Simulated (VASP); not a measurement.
Write the native input for VASP 6.6.1 that does the following.

```yaml
Task: single point
Functional: LDA
Potentials_or_basis: VASP PAW LDA potentials, release 64 (Ga_d, P)
Cutoff: 520 eV
k_mesh: 6 × 6 × 6
Occupations: gaussian, width 0.01 eV
Spin: no spin polarisation
Dipole_correction: no
Further_INCAR_settings: ALGO = Normal; EDIFF = 1e-06; NBANDS = 16
```

The structure of GaP lies in POSCAR:

```
GaP
1.0
    0.0000000000      2.7252500000      2.7252500000
    2.7252500000      0.0000000000      2.7252500000
    2.7252500000      2.7252500000      0.0000000000
Ga P
1 1
Direct
    0.0000000000      0.0000000000      0.0000000000
    0.2500000000      0.2500000000      0.2500000000
```

The input as run:

INCAR

```
ALGO = Normal ; EDIFF = 1E-6
ENCUT = 520 ; GGA = CA
ISIF = 2 ; ISMEAR = 0
LASPH = True ; LCHARG = False
LREAL = False ; LWAVE = False
NBANDS = 16 ; NELM = 60
PREC = Accurate ; SIGMA = 0.01
```

KPOINTS

```
k-points
0
Gamma
  6 6 6
```

Potentials or basis: VASP PAW LDA potentials, release 64 (Ga_d, P).

Command:

```console
$ cat potpaw_LDA.64/Ga_d/POTCAR potpaw_LDA.64/P/POTCAR > POTCAR
$ mpirun -np 1 vasp_std > vasp.out
```

It gave:

* Pressure: -2.7 GPa
* Band gap on the k mesh: 1.49 eV, indirect (least direct gap 1.63 eV)

Run time: 14 s on 1 thread of Intel Xeon 8259CL, on a shared host, peak memory 0.15 GiB.
